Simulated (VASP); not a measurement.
# Ta2Cr (Fd-3m) in VASP: notebook

The runs below take Ta2Cr through single point, relaxation of cell and atoms, with PBE.

Everything below comes from runs of VASP 6.6.1. Logs are shortened: lines on timing, memory, paths and dates and some standing lists are left out, and cuts for length are marked.

## 1. The cell of the first run

It takes space group Fd-3m (No. 227, cubic). Conventional cell: a = 7.531 Å, b = 7.531 Å, c = 7.531 Å, α = 90.00°, β = 90.00°, γ = 90.00°. Within 3.5 Å of Ta (site symmetry -3m) lie 6 Ta at 2.66 Å and 6 Cr at 3.12 Å. Cr (site symmetry -43m) has 12 Ta at 3.12 Å and 4 Cr at 3.26 Å within 4.1 Å.

## 2. Single point, PBE, collinear spin, ferromagnetic start

Input file INCAR:

```
SYSTEM = Ta2Cr
PREC = Accurate ; ENCUT = 520
EDIFF = 1E-6 ; ISMEAR = 0
SIGMA = 0.1 ; LREAL = .False.
LASPH = .True. ; NELM = 150
ALGO = Normal ; ISIF = 2
LWAVE = .False. ; LCHARG = .False.
ISPIN = 2 ; MAGMOM = 0 0 0 0 0.98 0.98
LORBIT = 11 ; LMAXMIX = 4
GGA = PE ; NBANDS = 47
```

Input file KPOINTS:

```
regular mesh
0
Gamma
  4 4 4
  0 0 0
```

Input file POSCAR:

```
Ta2Cr
1.0
    0.0000000000      3.7653002581      3.7653002581
    3.7653002581      0.0000000000      3.7653002581
    3.7653002581      3.7653002581      0.0000000000
Ta Cr
4 2
Direct
    0.6250000000      0.6250000000      0.6250000000
    0.1250000000      0.6250000000      0.6250000000
    0.6250000000      0.6250000000      0.1250000000
    0.6250000000      0.1250000000      0.6250000000
    0.0000000000      0.0000000000      0.0000000000
    0.2500000000      0.2500000000      0.2500000000
```

Potentials or basis: VASP PAW PBE potentials, release 64 (Ta_pv, Cr_pv).

Run with:

```sh
$ cat potpaw_PBE.64/Ta_pv/POTCAR potpaw_PBE.64/Cr_pv/POTCAR > POTCAR
$ mpirun -np 1 vasp_std > vasp.out
```

OUTCAR:

```text
SYSTEM = Ta2Cr
   PREC = Accurate
   ENCUT = 520
   EDIFF = 1E-6
   ISMEAR = 0
   LREAL = .False.
   LASPH = .True.
   NELM = 150
   ISIF = 2
   ISPIN = 2
   LORBIT = 11
   GGA = PE

 ion  position               nearest neighbor table
   1  0.625  0.625  0.625-   2 2.66   3 2.66   4 2.66   3 2.66   4 2.66   2 2.66   6 3.12   5 3.12
                             6 3.12   5 3.12   6 3.12   5 3.12
   2  0.125  0.625  0.625-   1 2.66   3 2.66   4 2.66   1 2.66   3 2.66   4 2.66   5 3.12   6 3.12
                             5 3.12   6 3.12   6 3.12   5 3.12
   3  0.625  0.625  0.125-   1 2.66   1 2.66   2 2.66   4 2.66   4 2.66   2 2.66   6 3.12   5 3.12
                             6 3.12   5 3.12   6 3.12   5 3.12
   4  0.625  0.125  0.625-   1 2.66   3 2.66   1 2.66   2 2.66   3 2.66   2 2.66   6 3.12   5 3.12
                             6 3.12   5 3.12   6 3.12   5 3.12
   5  0.000  0.000  0.000-   1 3.12   3 3.12   4 3.12   1 3.12   2 3.12   3 3.12   2 3.12   4 3.12
                             1 3.12   2 3.12   3 3.12   4 3.12
   6  0.250  0.250  0.250-   2 3.12   4 3.12   1 3.12   2 3.12   3 3.12   1 3.12   3 3.12   4 3.12
                             2 3.12   3 3.12   4 3.12   1 3.12

  LATTYP: Found a face centered cubic cell.
 ALAT       =     7.5306005162

  Lattice vectors:

 A1 = (   0.0000000000,   3.7653002581,   3.7653002581)
 A2 = (   3.7653002581,   0.0000000000,   3.7653002581)
 A3 = (   3.7653002581,   3.7653002581,   0.0000000000)

Analysis of symmetry for initial positions (statically):
=====================================================================
 Subroutine PRICEL returns:
 Original cell was already a primitive cell.

 Routine SETGRP: Setting up the symmetry group for a
 face centered cubic supercell.

 Subroutine GETGRP returns: Found 48 space group operations
 (whereof 24 operations were pure point group operations)
 out of a pool of 48 trial point group operations.

The static configuration has the point symmetry T_d .
 The point group associated with its full space group is O_h .

Analysis of symmetry for dynamics (positions and initial velocities):
=====================================================================
 Subroutine PRICEL returns:
 Original cell was already a primitive cell.

 Routine SETGRP: Setting up the symmetry group for a
 face centered cubic supercell.

 Subroutine GETGRP returns: Found 48 space group operations
 (whereof 24 operations were pure point group operations)
 out of a pool of 48 trial point group operations.

The dynamic configuration has the point symmetry T_d .
 The point group associated with its full space group is O_h .

[... 142 lines left out ...]
 number of electron      68.0000011 magnetization       0.0006113

 number of electron      68.0000011 magnetization      -0.0001194

 Free energy of the ion-electron system (eV)
  ---------------------------------------------------
  ext. energy  EPLUGINS =         0.00000000
  ---------------------------------------------------
  free energy    TOTEN  =       -61.51998216 eV

  energy without entropy =      -61.48202593  energy(sigma->0) =      -61.50100405

 E-fermi :   5.7008     XC(G=0): -12.1904

 val. band max:        5.6412406671   @ k =   0.5000   0.0000   0.0000
 cond. band min:       5.7426912420   @ k =  -0.2500   0.5000   0.2500
 fundamental gap:      0.1014505748
 Fermi energy:         5.7007698227

 spin component 1

 k-point     1 :       0.0000    0.0000    0.0000
  band No.  band energies     occupation
      1     -37.4355      1.00000
      2     -37.4355      1.00000
      3     -37.4355      1.00000
      4     -37.4179      1.00000
      5     -37.4179      1.00000
      6     -37.4179      1.00000
[... 381 lines left out ...]
     45       8.4860      0.00000
     46       8.4860      0.00000
 Fermi energy:         5.7007698227

 spin component 2

 k-point     1 :       0.0000    0.0000    0.0000
  band No.  band energies     occupation
      1     -37.4356      1.00000
      2     -37.4356      1.00000
      3     -37.4356      1.00000
      4     -37.4180      1.00000
      5     -37.4180      1.00000
      6     -37.4180      1.00000
[... 381 lines left out ...]
     45       8.4860      0.00000
     46       8.4860      0.00000
 [bands above 46 left out]

------------------------ aborting loop because EDIFF is reached ----------------------------------------

  FORCE on cell =-STRESS in cart. coord.  units (eV):
  Direction    XX          YY          ZZ          XY          YZ          ZX
  --------------------------------------------------------------------------------------
  -------------------------------------------------------------------------------------
  Total        0.0759843      0.0759843      0.0759843      0.0000000      0.0000000      0.0000000
  in kB        1.1402641      1.1402641      1.1402641      0.0000000      0.0000000      0.0000000
  external PRESSURE =       1.1402641 kB  Pullay stress =       0.0000000 kB

 VOLUME and BASIS-vectors are now :
 -----------------------------------------------------------------------------
  energy-cutoff  :      520.00
  volume of cell :      106.76
      direct lattice vectors                 reciprocal lattice vectors
     0.000000000  3.765300258  3.765300258    -0.132791535  0.132791535  0.132791535
     3.765300258  0.000000000  3.765300258     0.132791535 -0.132791535  0.132791535
     3.765300258  3.765300258  0.000000000     0.132791535  0.132791535 -0.132791535

 POSITION                                       TOTAL-FORCE (eV/Angst)
 -----------------------------------------------------------------------------------
      4.70663      4.70663      4.70663         0.000000     -0.000000      0.000000
      4.70663      2.82398      2.82398         0.000000     -0.000000      0.000000
      2.82398      2.82398      4.70663         0.000000     -0.000000      0.000000
      2.82398      4.70663      2.82398         0.000000     -0.000000      0.000000
      0.00000      0.00000      0.00000        -0.000000     -0.000000     -0.000000
      1.88265      1.88265      1.88265         0.000000      0.000000      0.000000
 -----------------------------------------------------------------------------------
    total drift:                                0.000000      0.000000      0.000000

  FREE ENERGIE OF THE ION-ELECTRON SYSTEM (eV)
  ---------------------------------------------------
  free  energy   TOTEN  =       -61.5199821623 eV

  energy  without entropy=      -61.4820259289  energy(sigma->0) =      -61.50100405

 total charge

# of ion       s       p       d       tot
------------------------------------------
    1        0.416   6.174   2.516   9.105
    2        0.416   6.174   2.516   9.105
    3        0.416   6.174   2.516   9.105
    4        0.416   6.174   2.516   9.105
    5        0.293   6.216   3.907  10.416
    6        0.293   6.216   3.907  10.416
--------------------------------------------------
tot          2.249  37.126  17.877  57.252

 magnetization (x)

# of ion       s       p       d       tot
------------------------------------------
    1        0.000   0.000  -0.000  -0.000
    2        0.000   0.000  -0.000  -0.000
    3        0.000   0.000  -0.000  -0.000
    4        0.000   0.000  -0.000  -0.000
    5       -0.000  -0.000  -0.000  -0.000
    6       -0.000  -0.000  -0.000  -0.000
--------------------------------------------------
tot         -0.000   0.000  -0.000  -0.000
```

Wall time 4.9 min (1 thread of Intel Xeon 8259CL, shared host); peak memory 0.28 GiB.

Results:

```
Free energy                                           : -61.5200 eV
Pressure                                              : 0.1 GPa
Band gap on the k mesh                                : zero (filled and empty bands overlap)
Net moment                                            : 0.00 μB per cell
Valence electrons inside the program's atomic spheres : Ta 9.11; Cr 10.42
```

Levels at points of the mesh, in eV from the Fermi level:
Spin up:
```csv
k point,band 31,band 32,band 33,band 34,band 35,band 36,band 37,band 38
"(0.00, 0.00, 0.00)",-0.51,-0.51,-0.51,0.19,0.19,0.19,0.33,0.33
"(0.50, 0.00, 0.00)",-0.82,-0.68,-0.68,-0.12,-0.06,-0.06,0.31,1.22
"(0.50, 0.50, 0.00)",-0.92,-0.92,-0.45,-0.45,0.26,0.26,0.68,0.68
```
Spin down:
| k point | band 32 | band 33 | band 34 | band 35 | band 36 | band 37 |
| --- | --- | --- | --- | --- | --- | --- |
| (0.00, 0.00, 0.00) | -0.51 | -0.51 | 0.19 | 0.19 | 0.19 | 0.33 |
| (0.50, 0.00, 0.00) | -0.68 | -0.68 | -0.12 | -0.06 | -0.06 | 0.31 |
| (0.50, 0.50, 0.00) | -0.92 | -0.45 | -0.45 | 0.26 | 0.26 | 0.68 |

Caveat: the k points lie up to 0.36 Å⁻¹ apart; spin-orbit coupling is left out, which moves the levels of the heavy elements.

## 3. Relaxation of cell and atoms, PBE, collinear spin, ferromagnetic start

This run uses another cell than the first one, of 15.16 Å³/atom.

Input file INCAR:

```
PREC = Accurate
ENCUT = 600
EDIFF = 1E-6
ISMEAR = 0
SIGMA = 0.1
LREAL = False
LASPH = True
NELM = 150
ALGO = Fast
ISIF = 3
LWAVE = False
LCHARG = False
ISPIN = 2
MAGMOM = 0 0 0 0 0.98 0.98
LORBIT = 11
LMAXMIX = 4
GGA = PE
IBRION = 2
NSW = 90
EDIFFG = -0.04
```

Input file KPOINTS:

```
regular mesh
0
Gamma
  4 4 4
```

Edit POSCAR of step 2 so:

```diff
@@ -2,5 +2,5 @@
 1.0
-    0.0000000000      3.7653002581      3.7653002581
-    3.7653002581      0.0000000000      3.7653002581
-    3.7653002581      3.7653002581      0.0000000000
+    0.0000000000      3.5693151817      3.5693151817
+    3.5693151817      0.0000000000      3.5693151817
+    3.5693151817      3.5693151817      0.0000000000
 Ta Cr
```

Potentials or basis: VASP PAW PBE potentials, release 64 (Ta_pv, Cr_pv).

Run with:

```sh
$ cat potpaw_PBE.64/Ta_pv/POTCAR potpaw_PBE.64/Cr_pv/POTCAR > POTCAR
$ mpirun -np 1 vasp_std > vasp.out
```

Wall time 38 min (1 thread of Intel Xeon 8259CL, shared host); peak memory 0.3 GiB.

The run converged. Its results:

| Property | Result |
| --- | --- |
| Free energy | -61.9760 eV |
| Relaxed volume | 18.66 Å³/atom |
| Relaxed cell | a = 5.410 Å, b = 5.410 Å, c = 5.410 Å, α = 60.00°, β = 60.00°, γ = 60.00° |
| Space group after relaxing (to 0.1 Å) | Fd-3m (No. 227) |
| Energy gained by relaxing | 329.9 meV/atom |
| Ionic steps | 4 |
| Pressure after relaxing | 0.0 GPa |
| Net moment | 5.52 μB per cell |
| Site moments | Ta -0.22; Cr +3.05 μB |
| Valence electrons inside the program's atomic spheres | Ta 9.06; Cr 10.41 |

Step by step:
```csv
step,energy change (eV),largest force (eV/Å),pressure (GPa),volume (Å³)
1,0.0000,0.0000,34.97,90.95
2,0.1863,0.0000,-19.20,141.82
3,-1.9210,0.0000,-0.95,112.74
4,-1.9792,0.0000,0.02,111.99
```

Final structure:
```xyz
6
Lattice="0.0000 3.8257 3.8257 3.8257 0.0000 3.8257 3.8257 3.8257 0.0000" Properties=species:S:1:pos:R:3 pbc="T T T"
Ta    4.7821    4.7821    4.7821
Ta    4.7821    2.8693    2.8693
Ta    2.8693    2.8693    4.7821
Ta    2.8693    4.7821    2.8693
Cr    0.0000    0.0000    0.0000
Cr    1.9128    1.9128    1.9128
```

Levels at points of the mesh, in eV from the Fermi level:
Spin up:
| k point | band 33 | band 34 | band 35 | band 36 | band 37 | band 38 | band 39 | band 40 |
| --- | --- | --- | --- | --- | --- | --- | --- | --- |
| (0.00, 0.00, 0.00) | -1.19 | -0.43 | -0.43 | -0.43 | -0.34 | -0.34 | 2.68 | 3.21 |
| (0.50, 0.00, 0.00) | -0.97 | -0.67 | -0.67 | -0.61 | 0.05 | 0.65 | 0.65 | 1.01 |
| (0.50, 0.50, 0.00) | -0.59 | -0.59 | -0.28 | -0.28 | 0.34 | 0.34 | 0.94 | 0.94 |
Spin down:
```csv
k point,band 29,band 30,band 31,band 32,band 33,band 34
"(0.00, 0.00, 0.00)",0.55,0.55,0.62,0.62,0.62,1.65
"(0.50, 0.00, 0.00)",-0.44,-0.38,-0.38,-0.12,-0.03,-0.03
"(0.50, 0.50, 0.00)",-0.39,-0.39,-0.13,-0.13,0.01,0.01
```

Caveat: the k points lie up to 0.36 Å⁻¹ apart in the final cell; the volume moved by over 15 % at a fixed basis, so the end points are rough; spin-orbit coupling is left out, which moves the levels of the heavy elements.
